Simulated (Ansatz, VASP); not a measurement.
**Two plane-wave programs on Ti**

Contents of POSCAR:

```
Ti
1.0
    2.9239437779      0.0000000000      0.0000000000
   -1.4619718890      2.5322095909      0.0000000000
    0.0000000000      0.0000000000     28.3821819660
Ti
4
Direct
    0.3333333333      0.6666666667      0.2114002372
    0.6666666667      0.3333333333      0.2871162014
    0.3333333333      0.6666666667      0.3729316614
    0.6666666667      0.3333333333      0.4507054113
```

INCAR.step1

```
SYSTEM = Ti
ALGO = Normal ; DIPOL = 0.5 0.5 0.331
EDIFF = 1E-4 ; ENCUT = 520
GGA = PE ; IDIPOL = 3
ISMEAR = 1 ; LASPH = .True.
LCHARG = .False. ; LDIPOL = .True.
LREAL = .False. ; LWAVE = .True.
NBANDS = 32 ; NELM = 100
PREC = Accurate ; SIGMA = 0.1
```

Contents of INCAR.step2:

```
SYSTEM = Ti
ALGO = Normal ; BPARAM = 11.95
CPARAM = 0.0093 ; DIPOL = 0.5 0.5 0.331
EDIFF = 1E-6 ; ENCUT = 520
IDIPOL = 3 ; ISIF = 2
ISMEAR = 1 ; ISTART = 1
IVDW_NL = 2 ; LASPH = .True.
LCHARG = .True. ; LDIPOL = .True.
LELF = .True. ; LMIXTAU = .True.
LREAL = .False. ; LUSE_VDW = .True.
LVACPOTAV = .True. ; LVHAR = .True.
LWAVE = .False. ; METAGGA = R2SCAN
NBANDS = 32 ; NELM = 100
PREC = Accurate ; SIGMA = 0.1
```

KPOINTS

```
k-points
0
Gamma
  15 15 1
  0 0 0
```

Input for Ansatz:

```yaml
crystal:
  lattice:
    - [2.9239437779, 0.0, 0.0]
    - [-1.461971889, 2.5322095909, 0.0]
    - [0.0, 0.0, 28.382181966]
  atoms:
    - { symbol: Ti, position: [0.3333333333, 0.6666666667, 0.2114002372] }
    - { symbol: Ti, position: [0.6666666667, 0.3333333333, 0.2871162014] }
    - { symbol: Ti, position: [0.3333333333, 0.6666666667, 0.3729316614] }
    - { symbol: Ti, position: [0.6666666667, 0.3333333333, 0.4507054113] }
basis:
  ecutwfc: 500
kpoints:
  mp_grid: { grid: [15, 15, 1] }
hamiltonian:
  xc: r2scan
  dispersion: rvv10
  pseudopotentials: { kind: paw, azcp: { folder: soft_1 } }
scf:
  occupations: { method: methfessel_paxton, width: 0.1 }
  n_extra_bands: 7
  max_iter: 160
output:
  forces: true
  eigenvalues: true
efield:
  axis: 3
  dipole_correction: true
```

Alike in both runs: task single point; functional r2SCAN; dispersion rVV10; k mesh 15 × 15 × 1; occupations methfessel-paxton of order 1, width 0.1 eV; no spin polarisation.

|  | VASP | Ansatz |
| --- | --- | --- |
| version | VASP 6.6.1 | Ansatz 0.2.0 |
| potentials or method | VASP PAW PBE potentials, release 64 (Ti_sv), cutoff 520 eV | scalar-relativistic, plane waves, PAW |
| valence electrons in the cell | 48 | 48 |

Ansatz gave:

```
gap on the k mesh at the Fermi level (eV) : none
rms of the force components (eV/Å)        : 0.118
```

Task: What did VASP give for the same quantities?

Result: gap on the k mesh at the Fermi level (eV): none; rms of the force components (eV/Å): 0.109.

VASP's potentials were made for PBE, not for r2SCAN. Atom by atom the forces differ by 0.017 eV/Å (rms over components). A gap of «none» marks a metal or a gap that the smearing closes.
